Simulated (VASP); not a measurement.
# Ti8Al24O (a cell with a defect) in VASP: further runs

The runs below take Ti8Al24O (a cell with a defect) through single point, with PBE.

All numbers are computed with VASP 6.6.1; they aren't measurements. Logs are shortened: lines on timing, memory, paths and dates and some standing lists are left out, and cuts for length are marked.

### Step 1. The cell of the first run

The cell holds a defect, 33 atoms: a = 7.690 Å, b = 7.690 Å, c = 8.624 Å, α = 90.00°, β = 90.00°, γ = 90.00°.

### Step 2. Single point, PBE

INCAR

```
ALGO = Normal
EDIFF = 1E-6
ENCUT = 520
GGA = PE
ISIF = 2
ISMEAR = 1
LASPH = T
LCHARG = F
LREAL = Auto
LWAVE = F
NBANDS = 109
NELM = 60
PREC = Accurate
SIGMA = 0.1
```

KPOINTS

```
k-points
0
Gamma
  2 2 2
```

POSCAR

```
Ti8Al24O
1.0
    7.6895028900      0.0000000000      0.0000000000
    0.0000000000      7.6895028900      0.0000000000
    0.0000000000      0.0000000000      8.6237151300
Ti Al O
8 24 1
Direct
   -0.0015041284     -0.0050758808     -0.0034511808
    0.2505029295      0.2483477836      0.4978807782
    0.0089510338      0.5018399831      0.0001132922
    0.2500282564      0.7512740528      0.4982758516
    0.5074316319      0.0063509957     -0.0039426163
    0.7511815891      0.2506781033      0.4986921455
    0.5063272692      0.4905030993     -0.0074358903
    0.7484226331      0.7500270281      0.4992442277
   -0.0022942966      0.0012452040      0.4961499696
    0.2486537852      0.2384193135     -0.0094178668
   -0.0005170685      0.2449153121      0.2466993596
    0.2512539533      0.0044499626      0.7401330985
   -0.0012545674      0.2489952897      0.7476822811
    0.2499520486     -0.0046573882      0.2451885258
   -0.0051236082      0.5011482608      0.5080913428
    0.2555208091      0.7682363977     -0.0257808841
   -0.0086084889      0.7541057053      0.2539438011
    0.2523918682      0.4972961263      0.7431845676
    0.0025253908      0.7518632976      0.7466683330
    0.2300746908      0.4918961673      0.2812444478
    0.5021625007      0.0013934581      0.4971053583
    0.7588425524      0.2483879683     -0.0022629458
    0.5011545031      0.2465877219      0.2484564909
    0.7515106090     -0.0015873588      0.7468899312
    0.5054277312      0.2487526213      0.7448287546
    0.7497820187      0.0015986729      0.2494606985
    0.5019321867      0.4989928549      0.4962818154
    0.7494542992      0.7476332452     -0.0000863897
    0.4996854875      0.7536286913      0.2474007974
    0.7534476653      0.5019710709      0.7488191461
    0.5022899471      0.7508908030      0.7456823310
    0.7498106292      0.4977711895      0.2487485924
    0.3049459807      0.5933882938      0.1082650558
```

Potentials or basis: VASP PAW PBE potentials, release 64 (Ti_sv, Al, O).

Launch:

```console
> cat potpaw_PBE.64/Ti_sv/POTCAR potpaw_PBE.64/Al/POTCAR potpaw_PBE.64/O/POTCAR > POTCAR
> mpirun -np 1 vasp_std > vasp.out
```

OUTCAR:

```text
EDIFF = 1E-6
   ENCUT = 520
   GGA = PE
   ISIF = 2
   ISMEAR = 1
   LASPH = T
   LREAL = Auto
   NELM = 60
   PREC = Accurate

 ion  position               nearest neighbor table
   1  0.998  0.995  0.997-  16 2.64  22 2.68  10 2.68  28 2.70  19 2.85  24 2.87  14 2.89  11 2.89
                            17 2.89  26 2.90  13 2.90  12 2.94
   2  0.251  0.248  0.498-  20 2.65  21 2.71   9 2.72  27 2.73  15 2.77  12 2.81  18 2.85  23 2.89
                            25 2.89  13 2.90  11 2.90  14 2.92
   3  0.009  0.502  0.000-  22 2.74  10 2.74  28 2.75  16 2.80  18 2.90  11 2.90  19 2.91  13 2.92
                            30 2.93  32 2.93  17 2.93  20 2.96
   4  0.250  0.751  0.498-  21 2.73   9 2.73  20 2.74  27 2.74  15 2.75  12 2.85  19 2.87  18 2.88
                            14 2.88  31 2.88  29 2.89  17 2.90
   5  0.507  0.006  0.996-  16 2.67  10 2.67  22 2.68  28 2.72  24 2.85  23 2.86  25 2.86  26 2.87
                            29 2.91  31 2.92  14 2.92  12 2.96
   6  0.751  0.251  0.499-  15 2.69   9 2.70  27 2.71  21 2.71  25 2.84  13 2.87  32 2.87  26 2.88
                            24 2.89  23 2.89  11 2.89  30 2.90
   7  0.506  0.491  0.993-  33 2.00  22 2.69  28 2.72  10 2.77  25 2.83  30 2.83  16 2.88  23 2.90
                            32 2.90  18 2.91  31 2.92  29 2.99
   8  0.748  0.750  0.499-  15 2.69  27 2.71  21 2.71   9 2.72  17 2.82  31 2.85  24 2.87  30 2.88
                            19 2.89  29 2.89  26 2.90  32 2.90
   9  0.998  0.001  0.496-   6 2.70   2 2.72   8 2.72   4 2.73  17 2.82  11 2.85  26 2.86  12 2.87
[... 25 lines left out ...]
  22  0.759  0.248  0.998-   1 2.68   5 2.68   7 2.69   3 2.74  11 2.83  13 2.84  26 2.88  32 2.89
                            24 2.89  30 2.90  25 2.92  23 2.93
  23  0.501  0.247  0.248-  26 2.68  32 2.72  14 2.73  20 2.83   5 2.86  21 2.86  27 2.89   2 2.89
                             6 2.89   7 2.90  22 2.93  10 2.95
  24  0.752  0.998  0.747-  25 2.70  31 2.70  19 2.71  13 2.71   5 2.85   8 2.87   1 2.87   9 2.87
                            21 2.88   6 2.89  22 2.89  28 2.91
  25  0.505  0.249  0.745-  24 2.70  12 2.71  30 2.73  18 2.73   7 2.83   6 2.84   5 2.86  21 2.86
                            27 2.88   2 2.89  10 2.90  22 2.92
  26  0.750  0.002  0.249-  17 2.66  11 2.68  23 2.68  29 2.71   9 2.86  21 2.86   5 2.87   6 2.88
                            22 2.88   8 2.90   1 2.90  28 2.91
  27  0.502  0.499  0.496-   8 2.71   6 2.71   2 2.73   4 2.74  20 2.79  32 2.86  18 2.87  25 2.88
                            23 2.89  31 2.89  29 2.91  30 2.91
  28  0.749  0.748  1.000-   1 2.70   7 2.72   5 2.72   3 2.75  29 2.87  30 2.87  17 2.87  32 2.88
                            31 2.90  26 2.91  24 2.91  19 2.93
  29  0.500  0.754  0.247-  33 2.28  14 2.67  26 2.71  32 2.75  28 2.87  21 2.88   4 2.89   8 2.89
                            20 2.90  27 2.91   5 2.91   7 2.99  16 3.01
  30  0.753  0.502  0.749-  13 2.71  19 2.71  31 2.72  25 2.73  15 2.78   7 2.83  28 2.87   8 2.88
                             6 2.90  22 2.90  27 2.91   3 2.93
  31  0.502  0.751  0.746-  24 2.70  30 2.72  18 2.74  16 2.74  12 2.74   8 2.85  21 2.88   4 2.88
                            27 2.89  28 2.90   5 2.92   7 2.92
  32  0.750  0.498  0.249-  17 2.71  23 2.72  11 2.73  29 2.75  27 2.86   6 2.87  28 2.88  22 2.89
                             7 2.90   8 2.90  15 2.92   3 2.93
  33  0.305  0.593  0.108-  20 1.78  16 1.81   7 2.00  29 2.28

  LATTYP: Found a simple tetragonal cell.
 ALAT       =     7.6895028900
 C/A-ratio  =     1.1214918901

  Lattice vectors:

 A1 = (   7.6895028900,   0.0000000000,   0.0000000000)
 A2 = (   0.0000000000,   7.6895028900,   0.0000000000)
 A3 = (   0.0000000000,   0.0000000000,   8.6237151300)

Analysis of symmetry for initial positions (statically):
=====================================================================
 Subroutine PRICEL returns:
 Original cell was already a primitive cell.

 Routine SETGRP: Setting up the symmetry group for a
 simple tetragonal supercell.

 Subroutine GETGRP returns: Found  1 space group operations
 (whereof  1 operations were pure point group operations)
 out of a pool of 16 trial point group operations.

The static configuration has the point symmetry C_1 .

Analysis of symmetry for dynamics (positions and initial velocities):
=====================================================================
 Subroutine PRICEL returns:
 Original cell was already a primitive cell.

 Routine SETGRP: Setting up the symmetry group for a
 simple tetragonal supercell.

 Subroutine GETGRP returns: Found  1 space group operations
 (whereof  1 operations were pure point group operations)
 out of a pool of 16 trial point group operations.

The dynamic configuration has the point symmetry C_1 .

 Subroutine INISYM returns: Found  1 space group operations
 (whereof  1 operations are pure point group operations),
 and found     1 'primitive' translations

----------------------------------------------------------------------------------------

                                     Primitive cell

  volume of cell :     509.9069

  direct lattice vectors                    reciprocal lattice vectors
[... 78 lines left out ...]
----------------------------------------------------------------------------------------

 KPOINTS: k-points

Automatic generation of k-mesh.
 Grid dimensions read from file:
 generate k-points for:    2    2    2

 Generating k-lattice:

  Cartesian coordinates                     Fractional coordinates (reciprocal lattice)
     0.065023709  0.000000000  0.000000000     0.500000000  0.000000000  0.000000000
     0.000000000  0.065023709  0.000000000     0.000000000  0.500000000  0.000000000
     0.000000000  0.000000000  0.057979652     0.000000000  0.000000000  0.500000000

  Length of vectors
     0.065023709  0.065023709  0.057979652

  Shift w.r.t. Gamma in fractional coordinates (k-lattice)
     0.000000000  0.000000000  0.000000000

 Subroutine IBZKPT returns following result:
 ===========================================

 Found      8 irreducible k-points:

 Following reciprocal coordinates:
            Coordinates               Weight
  0.000000  0.000000  0.000000      1.000000
  0.500000  0.000000  0.000000      1.000000
  0.000000  0.500000  0.000000      1.000000
  0.500000  0.500000  0.000000      1.000000
  0.000000  0.000000  0.500000      1.000000
  0.500000  0.000000  0.500000      1.000000
  0.000000  0.500000  0.500000      1.000000
  0.500000  0.500000  0.500000      1.000000
   k-points           NKPTS =      8   k-points in BZ     NKDIM =      8   number of bands    NBANDS=    109
   number of dos      NEDOS =    301   number of ions     NIONS =     33
   total plane-waves  NPLWV = 230400
   dimension x,y,z NGX =    60 NGY =   60 NGZ =   64
   dimension x,y,z NGXF=   120 NGYF=  120 NGZF=  128
   ions per type =               8  24   1
   NGX,Y,Z   is equivalent  to a cutoff of  12.97, 12.97, 12.34 a.u.
   NGXF,Y,Z  is equivalent  to a cutoff of  25.94, 25.94, 24.68 a.u.
 SYSTEM =  unknown system
   PREC   = accura    normal or accurate (medium, high low for compatibility)
   ISTART =      0    job   : 0-new  1-cont  2-samecut
   ICHARG =      2    charge: 1-file 2-atom 10-const
   ISPIN  =      1    spin polarized calculation?
   LNONCOLLINEAR =      F non collinear calculations
   LSORBIT =      F    spin-orbit coupling
   LASPH  =      T    aspherical Exc in radial PAW
   ENCUT  =  520.0 eV  38.22 Ry    6.18 a.u.  14.30 14.30 16.03*2*pi/ulx,y,z
   NELM   =     60;   NELMIN=  2; NELMDL= -5     # of ELM steps
   EDIFF  = 0.1E-05   stopping-criterion for ELM
   LREAL  =      T    real-space projection
   EDIFFG = 0.1E-04   stopping-criterion for IOM
   NSW    =      0    number of steps for IOM
   IBRION =     -1    ionic relax: 0-MD 1-quasi-New 2-CG
   NFREE  =      0    steps in history (QN), initial steepest desc. (CG)
   ISIF   =      2    stress and relaxation
   ISYM   =      2    0-nonsym 1-usesym 2-fastsym
   POTIM  = 0.5000    time-step for ionic-motion
   TEBEG  =    0.0;   TEEND  =   0.0 temperature during run
   PSTRESS=    0.0 pullay stress
   NELECT =     174.0000    total number of electrons
   NUPDOWN=      -1.0000    fix difference up-down
   EMIN   =  10.00;   EMAX   =-10.00  energy-range for DOS
   EFERMI =   0.00;   METHOD = LEGACY
   ISMEAR =     1;   SIGMA  =   0.10  broadening in eV -4-tet -1-fermi 0-gaus
   EFERMI_NEDOS =   21; number of points for ismear=-14 and -15
   IALGO  =     38    algorithm
   IMIX   =      4    mixing-type and parameters
     AMIX     =   0.40;   BMIX     =  1.00
     AMIX_MAG =   1.60;   BMIX_MAG =  1.00
  volume/ion in A,a.u.               =      15.45       104.27
  Fermi-wavevector in a.u.,A,eV,Ry     =   1.144004  2.161854 17.806564  1.308746
  Thomas-Fermi vector in A             =   2.280698
   LORBIT       =      0    0 simple, 1 ext, 2 COOP (PROOUT), +10 PAW based schemes
   GGA     = PE    functional components
   LHFCALC =     F    Hartree Fock is set to
   AEXX    =    0.0000 exact exchange contribution
   IVDW    =     0    specifies the selected vdW correction
   LEPSILON=     F    determine dielectric tensor
   LRPA    =     F    only Hartree local field effects (RPA)
 non-spin polarized calculation
 Methfessel and Paxton  Order N= 1 SIGMA  =   0.10
  energy-cutoff  :      520.00
  volume of cell :      509.91
 maximum number of plane-waves:     13800
 NGX is ok and might be reduce to    60
   NGX = 29   NGY = 29   NGZ = 33

 number of electron     174.0000019 magnetization

 Free energy of the ion-electron system (eV)
  ---------------------------------------------------
  ext. energy  EPLUGINS =         0.00000000
  ---------------------------------------------------
  free energy    TOTEN  =      -171.96751553 eV

  energy without entropy =     -171.97465452  energy(sigma->0) =     -171.96989520

 E-fermi :   8.4060     XC(G=0): -10.7830

 val. band max:        8.3761323691   @ k =   0.5000   0.5000   0.5000
 cond. band min:       8.4903636372   @ k =   0.0000   0.0000   0.0000
 fundamental gap:      0.1142312681
 Fermi energy:         8.4060076693

 k-point     1 :       0.0000    0.0000    0.0000
  band No.  band energies     occupation
      1     -48.5013      2.00000
      2     -48.3328      2.00000
      3     -48.1413      2.00000
      4     -48.1268      2.00000
      5     -48.1032      2.00000
      6     -48.0801      2.00000
[... 805 lines left out ...]
     98       9.9155     -0.00000
     99       9.9248     -0.00000
 [bands above 99 left out]

------------------------ aborting loop because EDIFF is reached ----------------------------------------

  FORCE on cell =-STRESS in cart. coord.  units (eV):
  Direction    XX          YY          ZZ          XY          YZ          ZX
  --------------------------------------------------------------------------------------
  -------------------------------------------------------------------------------------
  Total        4.2171121      7.5824563      8.6843967     -0.9420687     -0.6511485     -2.4921672
  in kB       13.2505771     23.8248167     27.2872210     -2.9600716     -2.0459721     -7.8306322
  external PRESSURE =      21.4542049 kB  Pullay stress =       0.0000000 kB

 VOLUME and BASIS-vectors are now :
 -----------------------------------------------------------------------------
  energy-cutoff  :      520.00
  volume of cell :      509.91
      direct lattice vectors                 reciprocal lattice vectors
     7.689502890  0.000000000  0.000000000     0.130047418  0.000000000  0.000000000
     0.000000000  7.689502890  0.000000000     0.000000000  0.130047418  0.000000000
     0.000000000  0.000000000  8.623715130     0.000000000  0.000000000  0.115959303

 POSITION                                       TOTAL-FORCE (eV/Angst)
 -----------------------------------------------------------------------------------
      7.67794      7.65047      8.59395         0.010953      0.005210      0.013339
      1.92624      1.90967      4.29358         0.002682     -0.005789      0.014700
      0.06883      3.85890      0.00098         0.002767     -0.001424     -0.007150
      1.92259      5.77692      4.29699         0.003431     -0.004170      0.017514
      3.90190      0.04884      8.58972        -0.002300     -0.002757     -0.022890
      5.77621      1.92759      4.30058         0.002537     -0.000130     -0.000328
[... 25 lines left out ...]
      5.76567      3.82761      2.14514        -0.000218     -0.002880     -0.000287
      2.34488      4.56286      0.93365        -0.037438      0.000972      0.006154
 -----------------------------------------------------------------------------------
    total drift:                                0.001998     -0.011176      0.002527

  FREE ENERGIE OF THE ION-ELECTRON SYSTEM (eV)
  ---------------------------------------------------
  free  energy   TOTEN  =      -171.9675155343 eV

  energy  without entropy=     -171.9746545182  energy(sigma->0) =     -171.96989520
```

Wall time 27 min (1 thread of Intel Xeon 8259CL, shared host); peak memory 0.68 GiB.

Results:

* Free energy: -171.9675 eV
* Pressure: 2.1 GPa
* Largest force: 0.038 eV/Å
* Band gap on the k mesh: zero (bands 87 and 88 overlap by 0.72 eV)

Forces in eV/Å, atoms in the order of the input:
```
Ti   0.011  0.005  0.013
Ti   0.003 -0.006  0.015
Ti   0.003 -0.001 -0.007
Ti   0.003 -0.004  0.018
Ti  -0.002 -0.003 -0.023
Ti   0.003  0.000  0.000
Ti   0.014 -0.016 -0.024
Ti  -0.003 -0.001 -0.002
Al  -0.002  0.001  0.000
Al   0.002  0.001 -0.005
Al   0.003  0.003 -0.001
Al   0.000 -0.001 -0.007
Al  -0.002 -0.003  0.002
Al  -0.001 -0.003  0.004
Al  -0.003  0.004 -0.001
Al   0.002  0.000 -0.001
Al   0.003  0.005  0.002
Al   0.002  0.001  0.007
Al   0.001  0.002  0.002
Al   0.002  0.008 -0.008
Al   0.002  0.005  0.000
Al   0.001 -0.002  0.000
Al  -0.002  0.003 -0.003
Al   0.001 -0.002  0.000
Al   0.002  0.002  0.004
Al   0.003  0.000  0.003
Al   0.000  0.000  0.000
Al  -0.005  0.002  0.002
Al  -0.003  0.002 -0.004
Al  -0.001  0.001 -0.001
Al   0.001 -0.002  0.008
Al   0.000 -0.003  0.000
O   -0.037  0.001  0.006
```

Caveat: the k points lie up to 0.41 Å⁻¹ apart, too coarse for converged energies and pressures of a metal.

### Step 3. Single point, PBE

INCAR

```
ALGO = Normal ; EDIFF = 1E-6
ENCUT = 520 ; GGA = PE
ISIF = 2 ; ISMEAR = 1
LASPH = True ; LCHARG = False
LREAL = Auto ; LWAVE = False
NBANDS = 109 ; NELM = 80
PREC = Accurate ; SIGMA = 0.1
```

KPOINTS

```
k-points
0
Gamma
  3 3 3
```

POSCAR

```
Ti8Al24O
1.0
    7.6895028900      0.0000000000      0.0000000000
    0.0000000000      7.6895028900      0.0000000000
    0.0000000000      0.0000000000      8.6237151300
Ti Al O
8 24 1
Direct
   -0.0015041200     -0.0050758200     -0.0034511600
    0.2505028800      0.2483477700      0.4978807800
    0.0089510800      0.5018399900      0.0001133500
    0.2500283000      0.7512740500      0.4982758000
    0.5074316400      0.0063509800     -0.0039425800
    0.7511816400      0.2506781000      0.4986921700
    0.5063273200      0.4905031500     -0.0074358800
    0.7484226300      0.7500270500      0.4992442100
   -0.0022942900      0.0012452300      0.4961500200
    0.2486537900      0.2384192800     -0.0094178500
   -0.0005170100      0.2449153400      0.2466993100
    0.2512539600      0.0044499600      0.7401330900
   -0.0012545800      0.2489953400      0.7476823300
    0.2499520100     -0.0046574200      0.2451885300
   -0.0051236200      0.5011483100      0.5080912900
    0.2555207900      0.7682363700     -0.0257808400
   -0.0086084300      0.7541056700      0.2539438500
    0.2523918500      0.4972961500      0.7431845800
    0.0025253700      0.7518633600      0.7466683600
    0.2300746900      0.4918961400      0.2812444900
    0.5021625000      0.0013934100      0.4971054100
    0.7588425500      0.2483880200     -0.0022629200
    0.5011544800      0.2465877300      0.2484564400
    0.7515106000     -0.0015873000      0.7468899100
    0.5054277000      0.2487526800      0.7448287500
    0.7497819800      0.0015986600      0.2494607300
    0.5019321400      0.4989927900      0.4962818600
    0.7494543300      0.7476332400     -0.0000863800
    0.4996854800      0.7536287500      0.2474008100
    0.7534477100      0.5019710600      0.7488190900
    0.5022900100      0.7508907800      0.7456822800
    0.7498106800      0.4977712000      0.2487485900
    0.3049460000      0.5933883200      0.1082650000
```

Potentials or basis: VASP PAW PBE potentials, release 64 (Ti_sv, Al, O).

Launch:

```console
> cat potpaw_PBE.64/Ti_sv/POTCAR potpaw_PBE.64/Al/POTCAR potpaw_PBE.64/O/POTCAR > POTCAR
> mpirun -np 1 vasp_std > vasp.out
```

It took 34 min on 1 thread of Oxide Virtual Turin-like, shared host; peak memory 0.77 GiB.

The run converged. Its results:

| Item | Value |
| --- | --- |
| Free energy | -172.0242 eV |
| Pressure | 2.1 GPa |
| Largest force | 0.135 eV/Å |
| Band gap on the k mesh | zero (bands 87 and 88 overlap by 0.34 eV) |

Forces on the atoms (eV/Å):
```
Ti  -0.004  0.067  0.033
Ti   0.019 -0.012 -0.012
Ti   0.041  0.013  0.018
Ti  -0.011  0.037  0.033
Ti  -0.018  0.019  0.009
Ti  -0.009  0.002 -0.011
Ti   0.048  0.002 -0.047
Ti  -0.036  0.026  0.013
Al   0.044 -0.025  0.002
Al   0.012 -0.038 -0.043
Al   0.002  0.027  0.009
Al   0.008 -0.015  0.008
Al   0.007  0.010 -0.025
Al  -0.008 -0.002  0.019
Al  -0.014  0.005 -0.002
Al   0.005  0.019 -0.051
Al   0.014  0.006  0.030
Al   0.000 -0.020 -0.004
Al   0.017 -0.025  0.030
Al   0.022  0.017  0.054
Al  -0.012 -0.017 -0.013
Al   0.003 -0.032  0.022
Al  -0.008 -0.005 -0.004
Al   0.014  0.001  0.012
Al  -0.016  0.041 -0.006
Al  -0.031 -0.002 -0.018
Al  -0.030  0.013 -0.002
Al  -0.012 -0.003  0.016
Al   0.021  0.024  0.011
Al  -0.016 -0.010 -0.033
Al   0.002 -0.031  0.023
Al   0.025 -0.020  0.010
O   -0.077 -0.076 -0.081
```

Stress tensor (GPa, compression positive):
```
 1.71 -0.32 -0.85
-0.32  2.71 -0.22
-0.85 -0.22  2.02
```

Levels at points of the mesh, in eV from the Fermi level:
```tsv
k point	band 85	band 86	band 87	band 88	band 89	band 90
(0.00, 0.00, 0.00)	-0.30	0.05	0.11	0.14	0.36	0.44
```

The gap in the log of VASP goes by the Fermi energy; the results here count the filled bands.